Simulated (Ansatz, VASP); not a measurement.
# Zr2H3 in VASP and in Ansatz

```
Zr H
1.0
     3.63935    0.00000    0.00000
     0.00000    5.62056    0.00000
     0.00000    0.00000    3.59300
Zr H
2 3
Direct
  0.50000 0.50000 0.50000
  0.50000 0.00000 0.50000
  0.00000 0.00000 0.50000
  0.50000 0.00000 0.00000
  0.00000 0.00000 0.00000
```

Change from the starting cell: species swapped into the Zr3Cd2 type (Pmmm, No. 47).

Alike in both runs: functional PBE; k mesh 6 × 4 × 4; occupations gaussian, width 0.1 eV; no spin polarisation.

Ansatz relaxed the structure, and its values are those at the end. VASP's run is a single point on that final structure, the one shown.

|  | VASP | Ansatz |
| --- | --- | --- |
| version | VASP 6.6.1 | Ansatz 0.2.0 |
| potentials or method | VASP PAW PBE potentials, release 64 (Zr_sv, H), cutoff 520 eV | scalar-relativistic, plane waves, PAW |
| valence electrons in the cell | 27 | 27 |

|  | VASP | Ansatz | Ansatz less VASP |
| --- | --- | --- | --- |
| gap on the k mesh at the Fermi level (eV) | none | none | - |
| pressure (GPa) | 0.1 | 0.1 | +0.04 |

A gap of «none» marks a metal or a gap that the smearing closes. With one functional, cell and mesh, what is left measures potentials, basis and numerics.

The k mesh is coarse, so the values compare programs but aren't converged.
